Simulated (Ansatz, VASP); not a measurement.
## One calculation of W, two programs

```
W
1.0
     0.00000   -1.98648   -1.98648
     0.00000    1.98648   -1.98648
     3.97296    0.00000    0.00000
W
2
Direct
  0.53051 0.46949 0.48631
  0.96949 0.03051 0.01369
```

Change from the starting cell: mode 4 frozen in at -0.121 Å and mode 6 at -0.054 Å (largest displacements).

Alike in both runs: task single point; functional LDA; k mesh 16 × 16 × 12; occupations gaussian, width 0.15 eV; no spin polarisation.

|  | VASP | Ansatz |
| --- | --- | --- |
| version | VASP 6.6.1 | Ansatz 0.2.0 |
| potentials or method | VASP PAW LDA potentials, release 64 (W_sv), cutoff 500 eV | scalar-relativistic, plane waves, PAW |
| valence electrons in the cell | 28 | 28 |

|  | VASP | Ansatz | Ansatz less VASP |
| --- | --- | --- | --- |
| gap on the k mesh at the Fermi level (eV) | none | none | - |
| pressure (GPa) | 6.9 | 5.2 | -1.76 |
| traceless stress, the component that is largest in VASP (GPa) | -4.02 | -4.18 | -0.157 |
| rms of the force components (eV/Å) | 0.960 | 0.930 | -0.0304 |

Ansatz warns that its potentials were made for another functional, while VASP's fit it. LDA's correlation is that of Perdew and Zunger in VASP and of Perdew and Wang (1992) in Ansatz. Atom by atom the forces differ by 0.031 eV/Å (rms over components). A gap of «none» marks a metal or a gap that the smearing closes.

Spin-orbit coupling is off throughout.
